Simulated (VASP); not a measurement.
# ZrH: single point with r2SCAN

Crystal: ZrH.

```
CELL_PARAMETERS angstrom
3.18363 0.00000 0.00000
0.00000 3.18363 0.00000
0.00000 0.00000 4.86870
ATOMIC_POSITIONS crystal
Zr 0.00000 0.50000 0.00000
Zr 0.50000 0.00000 0.50000
H 0.00000 0.00000 0.75000
H 0.00000 0.00000 0.25000
```

```
Program                : VASP 6.6.1
Task                   : single point
Functional             : r2SCAN
Potentials or basis    : VASP PAW PBE potentials, release 64 (Zr_sv, H)
Cutoff                 : 520 eV
k mesh                 : 10 × 10 × 7
Occupations            : fermi-dirac, width 0.1 eV
Spin                   : no spin polarisation
Dipole correction      : no
Further INCAR settings : ALGO = Normal; EDIFF = 1e-06; NBANDS = 21
```

```yaml
Pressure: 8.2 GPa
Band_gap_on_the_k_mesh: zero (bands 13 and 14 overlap by 0.86 eV)
```

Stress tensor (GPa, compression positive):
```
7.95 0.00 0.00
0.00 7.95 0.00
0.00 0.00 8.80
```

Levels at points of the mesh, in eV from the Fermi level:
```
           k point  band 11  band 12  band 13  band 14  band 15  band 16
(0.00, 0.00, 0.00)    -3.34    -3.28     0.10     0.83     0.83     2.64
(0.50, 0.00, 0.00)    -2.15    -0.92    -0.65    -0.28     1.95     2.19
(0.50, 0.50, 0.00)    -3.28    -3.28    -2.20     3.09     4.52     4.89
```

It took 3.5 min on 1 thread of Intel(R) Xeon(R) Platinum 8375C CPU @ 2.90GHz (Ice Lake), on a shared host, peak memory 0.21 GiB.

Caveat: the cell stands under pressure; the PAW data sets were made with another functional, which shifts forces and pressure a little.
